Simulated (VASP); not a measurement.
A run of VASP 6.6.1:

File INCAR:

```
  ALGO = Normal
  EDIFF = 1E-6
  ENCUT = 520
  GGA = CA
  ISIF = 2
  ISMEAR = -1
  LASPH = T
  LCHARG = T
  LELF = T
  LREAL = F
  LVHAR = T
  LWAVE = F
  NBANDS = 36
  NELM = 100
  PREC = Accurate
  SIGMA = 0.1
```

The input KPOINTS:

```
k-points
0
Gamma
  12 12 4
```

Contents of POSCAR:

```
Pb
1.0
    3.5428549613      0.0000000000      0.0000000000
   -1.7714274807      3.0682023984      0.0000000000
    0.0000000000      0.0000000000     11.5047687822
Pb
4
Direct
    1.0000000000      1.0000000000      0.0000000000
    1.0000000000      1.0000000000      0.5000000000
    0.3333333333      0.6666666667      0.2500000000
    0.6666666667      0.3333333333      0.7500000000
```

Potentials or basis: VASP PAW LDA potentials, release 64 (Pb_d).

Command:

```console
$ cat potpaw_LDA.64/Pb_d/POTCAR > POTCAR
$ mpirun -np 1 vasp_std > vasp.out
```

Hardware: 1 thread of Intel(R) Xeon(R) Platinum 8259CL CPU @ 2.50GHz (Skylake/Cascade Lake), with other jobs on the host.

**Question.** How long does it take, and how much memory?

**Answer.** It took 3 min on 1 thread of Intel(R) Xeon(R) Platinum 8259CL CPU @ 2.50GHz (Skylake/Cascade Lake), on a shared host, peak memory 0.32 GiB. Counts: scf iterations 11, k points 57.
